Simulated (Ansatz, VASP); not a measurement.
## Two plane-wave programs on KCl

```
K Cl
1.0
     3.82365    0.00000    0.00000
     0.00000    3.82365    0.00000
     0.00000    0.00000    3.82365
K Cl
1 1
Direct
  0.00000 0.00000 0.00000
  0.50000 0.50000 0.50000
```

Alike in both runs: task single point; functional PBE; k mesh 6 × 6 × 6; occupations gaussian, width 0.02 eV; no spin polarisation.

|  | VASP | Ansatz |
| --- | --- | --- |
| version | VASP 6.6.1 | Ansatz 0.2.0 |
| potentials or method | VASP PAW PBE potentials, release 64 (K_sv, Cl), cutoff 520 eV | scalar-relativistic, plane waves, PAW |
| valence electrons in the cell | 16 | 16 |

|  | VASP | Ansatz | Ansatz less VASP |
| --- | --- | --- | --- |
| gap on the k mesh at the Fermi level (eV) | 4.85 | 4.85 | +0.001 |
| least direct gap on the mesh (eV) | 5.05 | 5.05 | +0.001 |
| pressure (GPa) | 0.2 | 0.2 | -0.01 |

With one functional, cell and mesh, what is left measures potentials, basis and numerics.
